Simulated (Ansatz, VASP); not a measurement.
# One calculation of Ag, two programs

```
Ag
1.0
     0.00000    2.00056    2.00056
     2.00056    0.00000    2.00056
     2.00056    2.00056    0.00000
Ag
1
Direct
  0.00000 0.00000 0.00000
```

Alike in both runs: functional LDA; k mesh 12 × 12 × 12; occupations gaussian, width 0.1 eV; no spin polarisation.

Ansatz relaxed the structure, and its values are those at the end. VASP's run is a single point on that final structure, the one shown.

|  | VASP | Ansatz |
| --- | --- | --- |
| version | VASP 6.6.1 | Ansatz 0.2.0 |
| potentials or method | VASP PAW LDA potentials, release 64 (Ag) | scalar-relativistic, plane waves, PAW |
| plane-wave cutoff (eV) | 500 | 420 |
| valence electrons in the cell | 11 | 19 |

```tsv
	VASP	Ansatz	Ansatz less VASP
gap on the k mesh at the Fermi level (eV)	none	none	-
pressure (GPa)	0.2	0.0	-0.19
```

LDA's correlation is that of Perdew and Zunger in VASP and of Perdew and Wang (1992) in Ansatz. A gap of «none» marks a metal or a gap that the smearing closes. VASP's potentials hold 11 valence electrons a cell and Ansatz's 19, so a difference there can come from the potentials and not from the codes.
